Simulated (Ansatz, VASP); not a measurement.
# Si4Cl in VASP and in Ansatz

INCAR

```
SYSTEM = Si4Cl
PREC = Accurate
ENCUT = 520
EDIFF = 1E-6
ISMEAR = 0
SIGMA = 0.1
LREAL = .False.
LASPH = .True.
NELM = 100
ALGO = Normal
ISIF = 2
LWAVE = .False.
LCHARG = .False.
GGA = PE
NBANDS = 34
```

Contents of KPOINTS:

```
Automatic mesh
0
Gamma
  4 4 4
  0 0 0
```

File POSCAR:

```
Si4Cl
1.0
    5.8848591143      0.0000000000      0.0000000000
    1.8774290545      5.7774686016      0.0000000000
    1.3614971703      0.8738523242      6.8296295014
Si Cl
8 2
Direct
    0.1829988024      0.9883040204      0.3595249020
    0.4707894589      0.6861515093      0.8649768090
    0.7151319476      0.9380584737      0.7211627184
    0.4388618125      0.2377211891      0.2277116566
    0.1312881780      0.9058145587      0.7073428948
    0.7695282927      0.0200916458      0.3825578983
    0.5691773878      0.2748479019      0.8882372839
    0.4061101976      0.6431397178      0.2136055777
    0.0567847818      0.2373447670      0.8294343458
    0.7593291408      0.5685262162      0.3054459132
```

Input for Ansatz:

```yaml
crystal:
  lattice:
    - [5.8848591143, 0.0, 0.0]
    - [1.8774290545, 5.7774686016, 0.0]
    - [1.3614971703, 0.8738523242, 6.8296295014]
  atoms:
    - { symbol: Si, position: [0.1829988024, 0.9883040204, 0.359524902] }
    - { symbol: Si, position: [0.4707894589, 0.6861515093, 0.864976809] }
    - { symbol: Si, position: [0.7151319476, 0.9380584737, 0.7211627184] }
    - { symbol: Si, position: [0.4388618125, 0.2377211891, 0.2277116566] }
    - { symbol: Si, position: [0.131288178, 0.9058145587, 0.7073428948] }
    - { symbol: Si, position: [0.7695282927, 0.0200916458, 0.3825578983] }
    - { symbol: Si, position: [0.5691773878, 0.2748479019, 0.8882372839] }
    - { symbol: Si, position: [0.4061101976, 0.6431397178, 0.2136055777] }
    - { symbol: Cl, position: [0.0567847818, 0.237344767, 0.8294343458] }
    - { symbol: Cl, position: [0.7593291408, 0.5685262162, 0.3054459132] }
basis:
  ecutwfc: 420
kpoints:
  mp_grid: { grid: [4, 4, 4] }
hamiltonian:
  xc: pbe
scf:
  occupations: { method: gaussian, width: 0.1 }
  lower_state_search: "off"
output:
  forces: true
  stress: true
  eigenvalues: true
```

Change from the starting cell: the structure that the rattled cell fell into.

Alike in both runs: task single point; functional PBE; k mesh 4 × 4 × 4; occupations gaussian, width 0.1 eV; no spin polarisation.

```csv
,VASP,Ansatz
version,VASP 6.6.1,Ansatz 0.2.0
potentials or method,"VASP PAW PBE potentials, release 64 (Si, Cl), cutoff 520 eV","scalar-relativistic, plane waves, PAW"
valence electrons in the cell,46,46
```

|  | VASP | Ansatz | Ansatz less VASP |
| --- | --- | --- | --- |
| gap on the k mesh at the Fermi level (eV) | none | none | - |
| pressure (GPa) | -0.2 | -0.1 | +0.08 |
| traceless stress, the component that is largest in VASP (GPa) | -0.50 | -0.49 | +0.008 |
| rms of the force components (eV/Å) | 0.088 | 0.089 | +0.0003 |

Atom by atom the forces differ by 0.011 eV/Å (rms over components). A gap of «none» marks a metal or a gap that the smearing closes.
